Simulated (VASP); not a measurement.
Sb3Pb: single point with PBE

Crystal: Sb3Pb.

```xyz
4
Lattice="-3.1498 3.1498 3.1498 3.1498 -3.1498 3.1498 3.1498 3.1498 -3.1498" Properties=species:S:1:pos:R:3 pbc="T T T"
Sb    3.1498    0.0000    0.0000
Sb    0.0000    3.1498    0.0000
Sb    0.0000    0.0000    3.1498
Pb    0.0000    0.0000    0.0000
```

```yaml
Program: VASP 6.6.1
Task: single point
Functional: PBE
Potentials_or_basis: VASP PAW PBE potentials, release 64 (Sb, Pb_d)
Cutoff: 520 eV
k_mesh: 4 × 4 × 4
Occupations: gaussian, width 0.1 eV
Spin: no spin polarisation
```

```json
{
  "Pressure": "-0.5 GPa"
}
```

Levels at points of the mesh, in eV from the Fermi level:
```tsv
k point	band 11	band 12	band 13	band 14	band 15	band 16	band 17	band 18
(0.00, 0.00, 0.00)	-3.29	-3.29	-2.68	-2.68	-2.68	2.67	2.67	2.67
(0.50, 0.00, 0.00)	-3.14	-1.04	-0.66	-0.61	-0.53	0.88	1.66	1.81
(0.50, 0.50, 0.50)	-5.01	-4.42	-1.09	-1.09	-1.09	5.06	5.06	5.06
```

It took 16 s on 1 thread of Intel(R) Xeon(R) 6975P-C (Granite Rapids) (shared host), peak memory 0.24 GiB.

Caveat: spin-orbit coupling is left out, which moves the levels of the heavy elements.
